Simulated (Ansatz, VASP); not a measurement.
**One calculation of Si2BN, two programs**

```
Si B N
1.0
     4.89822    0.00000    0.00000
    -2.44911    4.24198    0.00000
     0.00000    0.00000    2.64144
Si B N
2 1 1
Direct
  0.33333 0.66667 0.00000
  0.66667 0.33333 0.00000
  0.00000 0.00000 0.50000
  0.00000 0.00000 0.00000
```

Alike in both runs: task relaxation of cell and atoms; functional PBE; k mesh 12 × 12 × 18; occupations gaussian, width 0.1 eV; no spin polarisation.

```csv
,VASP,Ansatz
version,VASP 6.6.1,Ansatz 0.2.0
potentials or method,"VASP PAW PBE potentials, release 64 (Si, B, N), cutoff 600 eV","scalar-relativistic, plane waves, PAW"
valence electrons in the cell,16,16
```

|  | VASP | Ansatz | Ansatz less VASP |
| --- | --- | --- | --- |
| gap on the k mesh at the Fermi level, each at its own relaxed structure (eV) | none | none | - |
| relaxed volume (Å³/atom) | 14.38 | 14.39 | +0.015 |
| relaxed length of the cell vector where the two differ most in proportion (Å) | 2.617 | 2.619 | +0.0019 |

A gap of «none» marks a metal or a gap that the smearing closes.
